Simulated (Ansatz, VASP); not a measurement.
**Cd2BiO2: VASP beside Ansatz**

```
Cd Bi O
1.0
     4.51953    0.00000    0.00000
    -2.25977    3.91403    0.00000
     0.00000    0.00000    6.13987
Cd Bi O
2 1 2
Direct
  0.66667 0.33333 0.50000
  0.33333 0.66667 0.00000
  0.66667 0.33333 0.00000
  0.00000 0.00000 0.74974
  0.00000 0.00000 0.25026
```

Change from the starting cell: species swapped into the Sr2ZnAs2 type (P-6m2, No. 187).

Alike in both runs: functional PBE; k mesh 6 × 6 × 2; occupations gaussian, width 0.1 eV; no spin polarisation.

Ansatz relaxed the structure, and its values are those at the end. VASP's run is a single point on that final structure, the one shown.

```csv
,VASP,Ansatz
version,VASP 6.6.1,Ansatz 0.2.0
potentials or method,"VASP PAW PBE potentials, release 64 (Cd, Bi_d, O), cutoff 520 eV","scalar-relativistic, plane waves, PAW"
valence electrons in the cell,51,67
```

|  | VASP | Ansatz | Ansatz less VASP |
| --- | --- | --- | --- |
| gap on the k mesh at the Fermi level (eV) | none | none | - |
| pressure (GPa) | 0.4 | 0.2 | -0.19 |

A gap of «none» marks a metal or a gap that the smearing closes. VASP's potentials hold 51 valence electrons a cell and Ansatz's 67, so a difference there can come from the potentials and not from the codes.

The k mesh is coarse, so the values compare programs but aren't converged. Neither program's run includes spin-orbit coupling.
